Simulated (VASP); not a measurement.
Set up this calculation in VASP 6.6.1, as the native input.

| Item | Value |
| --- | --- |
| Task | relaxation of cell and atoms |
| Functional | PBE |
| Potentials or basis | VASP PAW PBE potentials, release 64 (Si, N) |
| Cutoff | 600 eV |
| k mesh | 6 × 6 × 6 |
| Occupations | gaussian, width 0.1 eV |
| Spin | no spin polarisation |
| Dipole correction | no |
| Further INCAR settings | ALGO = Normal; EDIFF = 1e-07; IBRION = 2; EDIFFG = -0.04; NSW = 90; ISIF = 3 |

The structure of Si6N lies in POSCAR:

```
Si6N
1.0
    2.5307658100      1.4611383200      4.6027217300
   -2.5307658100      1.4611383200      4.6027217300
    0.0000000000     -2.9222766400      4.6027217300
Si N
6 1
Direct
    0.7751936500      0.3763015900      0.0819004800
    0.2248063500      0.6236984100      0.9180995200
    0.3763015900      0.0819004800      0.7751936500
    0.0819004800      0.7751936500      0.3763015900
    0.6236984100      0.9180995200      0.2248063500
    0.9180995200      0.2248063500      0.6236984100
    0.0000000000      0.0000000000      0.0000000000
```

One way to write it, as run:

INCAR

```
SYSTEM = Si6N
PREC = Accurate ; ENCUT = 600
EDIFF = 1E-7 ; ISMEAR = 0
SIGMA = 0.1 ; LREAL = .False.
LASPH = .True. ; NELM = 100
ALGO = Normal ; ISIF = 3
LWAVE = .False. ; LCHARG = .False.
GGA = PE ; IBRION = 2
NSW = 90 ; EDIFFG = -0.04
```

KPOINTS

```
regular mesh
0
Gamma
  6 6 6
  0 0 0
```

Potentials or basis: VASP PAW PBE potentials, release 64 (Si, N).

Launch:

```bash
$ cat potpaw_PBE.64/Si/POTCAR potpaw_PBE.64/N/POTCAR > POTCAR
$ mpirun -np 1 vasp_std > vasp.out
```

It gave:

The relaxed volume is 12.87 Å³/atom. The relaxed cell is a = 5.043 Å, b = 5.043 Å, c = 5.043 Å, α = 59.72°, β = 59.72°, γ = 59.72°, the space group after relaxing (to 0.05 Å) is R-3 (No. 148) and the energy gained by relaxing is 503.5 meV/atom. The ionic steps are 17. The pressure after relaxing is -0.1 GPa. The largest force after relaxing is 0.024 eV/Å.

Wall time 17 min on 1 thread of Intel(R) Xeon(R) 6975P-C (Granite Rapids) (shared host), peak memory 0.37 GiB.
